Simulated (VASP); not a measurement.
Set up this calculation in VASP 6.6.1, as the native input.

- Task: single point
- Functional: r2SCAN
- Potentials or basis: VASP PAW PBE potentials, release 64 (V_sv, N)
- Cutoff: 520 eV
- k mesh: 12 × 12 × 4
- Occupations: gaussian, width 0.1 eV
- Spin: collinear spin, ferromagnetic start
- Starting moments: [0.41, 0.41, 0.0, 0.0, 0.0] μB
- Dipole correction: no
- Further INCAR settings: ALGO = Normal; EDIFF = 1e-07; NBANDS = 32

Crystal: V2N3.

```
V N
1.0
     2.80640    0.00000    0.00000
    -1.40320    2.43041    0.00000
     0.00000    0.00000    6.21686
V N
2 3
Direct
  0.66667 0.33333 0.29912
  0.33333 0.66667 0.70088
  0.00000 0.00000 0.50000
  0.00000 0.00000 0.10793
  0.00000 0.00000 0.89207
```

One way to write it, as run:

POSCAR

```
V2N3
1.0
    2.8063982889      0.0000000000      0.0000000000
   -1.4031991445      2.4304122113      0.0000000000
    0.0000000000      0.0000000000      6.2168573531
V N
2 3
Direct
    0.6666666667      0.3333333333      0.2991167044
    0.3333333333      0.6666666667      0.7008832956
    0.0000000000      0.0000000000      0.5000000000
    0.0000000000      0.0000000000      0.1079273777
    0.0000000000      0.0000000000      0.8920726223
```

INCAR.step1

```
SYSTEM = V2N3
  ALGO = Normal
  EDIFF = 1E-4
  ENCUT = 520
  GGA = PE
  ISMEAR = 0
  ISPIN = 2
  LASPH = .TRUE.
  LCHARG = .FALSE.
  LMAXMIX = 4
  LREAL = .FALSE.
  LWAVE = .TRUE.
  MAGMOM = 0.41 0.41 0 0 0
  NBANDS = 32
  NELM = 150
  PREC = Accurate
  SIGMA = 0.1
```

INCAR.step2

```
SYSTEM = V2N3
  ALGO = Normal
  EDIFF = 1E-7
  ENCUT = 520
  ISIF = 2
  ISMEAR = 0
  ISPIN = 2
  ISTART = 1
  LASPH = .TRUE.
  LCHARG = .FALSE.
  LMAXMIX = 4
  LMIXTAU = .TRUE.
  LORBIT = 11
  LREAL = .FALSE.
  LWAVE = .FALSE.
  MAGMOM = 0.41 0.41 0 0 0
  METAGGA = R2SCAN
  NBANDS = 32
  NELM = 150
  PREC = Accurate
  SIGMA = 0.1
```

KPOINTS

```
k-points
0
G
  12 12 4
  0 0 0
```

Potentials or basis: VASP PAW PBE potentials, release 64 (V_sv, N).

Command:

```console
$ cat potpaw_PBE.64/V_sv/POTCAR potpaw_PBE.64/N/POTCAR > POTCAR
$ cp INCAR.step1 INCAR
$ mpirun -np 1 vasp_std > vasp.out
$ cp INCAR.step2 INCAR
$ mpirun -np 1 vasp_std > vasp.out
```

It gave:

| Item | Value |
| --- | --- |
| Pressure | 0.1 GPa |
| Largest force | 0.394 eV/Å |
| Net moment | 0.01 μB per cell |
| Valence electrons inside the program's atomic spheres | V 11.71; N 3.82, 3.83 |

Caveat: the PAW data sets were made with another functional, which shifts forces and pressure a little.

Wall time 4.3 min on 1 thread of Intel(R) Xeon(R) 6975P-C (Granite Rapids), on a shared host, peak memory 0.28 GiB.
